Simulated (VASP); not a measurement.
**InGa3As4: relaxation of cell and atoms with PBE**

InGa3As4:

```
In Ga As
1.0
     3.96745    0.00000    0.00000
     0.00000    3.96745    0.00000
     0.00000    0.00000   11.22165
In Ga As
1 3 4
Cartesian
  0.0000 0.0000 0.0000
  1.9837 1.9837 2.8054
  0.0000 0.0000 5.6108
  1.9837 1.9837 8.4162
  1.9837 0.0000 4.2081
  0.0000 1.9837 7.0135
  1.9837 0.0000 9.8189
  0.0000 1.9837 1.4027
```

```yaml
Program: VASP 6.6.1
Task: relaxation of cell and atoms
Functional: PBE
Potentials_or_basis: VASP PAW PBE potentials, release 64 (In_d, Ga_d, As)
Cutoff: 600 eV
k_mesh: 4 × 4 × 2
Occupations: gaussian, width 0.1 eV
Spin: no spin polarisation
Dipole_correction: no
Further_INCAR_settings: ALGO = Normal; EDIFF = 1e-06; IBRION = 2; EDIFFG = -0.04; NSW = 90; ISIF = 3
```

```json
{
  "Relaxed volume": "25.28 Å³/atom",
  "Relaxed cell": "a = 4.171 Å, b = 4.171 Å, c = 11.621 Å, α = 90.00°, β = 90.00°, γ = 90.00°",
  "Space group after relaxing (to 0.05 Å)": "P-4m2 (No. 115)",
  "Energy gained by relaxing": "135.1 meV/atom",
  "Ionic steps": "10",
  "Pressure after relaxing": "0.1 GPa",
  "Largest force after relaxing": "0.029 eV/Å",
  "Band gap on the k mesh": "zero (filled and empty bands touch)"
}
```

Forces on the atoms (eV/Å):
```
In   0.000  0.000  0.000
Ga   0.000  0.000 -0.029
Ga   0.000  0.000  0.000
Ga   0.000  0.000  0.029
As   0.000  0.000  0.029
As   0.000  0.000 -0.029
As   0.000  0.000 -0.006
As   0.000  0.000  0.006
```

Stress tensor (GPa, compression positive):
```
0.01 0.00 0.00
0.00 0.01 0.00
0.00 0.00 0.13
```

Step by step:
```csv
step,energy change (eV),largest force (eV/Å),pressure (GPa),volume (Å³)
1,0.0000,2.0469,11.18,176.64
2,-0.8225,0.4124,-3.52,219.02
3,-0.9818,0.5734,-0.36,204.72
4,-0.9818,0.5525,-0.49,205.31
5,-1.0206,0.3419,-0.29,204.13
6,-1.0557,0.2663,0.32,201.47
7,-1.0724,0.1929,-0.09,202.82
8,-1.0763,0.1499,-0.35,203.89
9,-1.0804,0.0341,0.19,201.85
10,-1.0806,0.0291,0.05,202.20
```

Final structure:
```cif
data_structure
_symmetry_space_group_name_H-M 'P 1'
_symmetry_Int_Tables_number 1
_cell_length_a 4.1713
_cell_length_b 4.1713
_cell_length_c 11.6211
_cell_angle_alpha 90.000
_cell_angle_beta 90.000
_cell_angle_gamma 90.000
_cell_volume 202.20
loop_
_atom_site_label
_atom_site_type_symbol
_atom_site_fract_x
_atom_site_fract_y
_atom_site_fract_z
_atom_site_occupancy
In1 In 0.00000 0.00000 0.00000 1
Ga1 Ga 0.50000 0.50000 0.25933 1
Ga2 Ga 0.00000 0.00000 0.50000 1
Ga3 Ga 0.50000 0.50000 0.74067 1
As1 As 0.50000 0.00000 0.37949 1
As2 As 0.00000 0.50000 0.62051 1
As3 As 0.50000 0.00000 0.86008 1
As4 As 0.00000 0.50000 0.13992 1
```

Levels at points of the mesh, in eV from the Fermi level:
| k point | band 34 | band 35 | band 36 | band 37 | band 38 | band 39 |
| --- | --- | --- | --- | --- | --- | --- |
| (0.00, 0.00, 0.00) | -0.19 | -0.04 | -0.03 | -0.03 | 1.40 | 1.43 |
| (0.50, 0.00, 0.00) | -1.00 | -0.98 | -0.68 | 0.64 | 0.83 | 2.18 |
| (0.50, 0.50, 0.00) | -2.39 | -2.39 | -2.28 | 1.57 | 1.57 | 1.68 |
| (0.00, 0.00, 0.50) | -0.75 | -0.46 | -0.46 | 1.32 | 1.37 | 1.62 |
| (0.50, 0.00, 0.50) | -1.32 | -1.29 | -0.69 | 1.56 | 1.66 | 1.69 |
| (0.50, 0.50, 0.50) | -2.70 | -2.67 | -2.67 | 2.53 | 2.53 | 2.63 |

It took 18 min on 1 thread of Oxide Virtual Turin-like Processor, on a shared host, peak memory 0.33 GiB.

Caveat: the k points lie up to 0.38 Å⁻¹ apart in the final cell; spin-orbit coupling is left out, which moves the levels of the heavy elements.
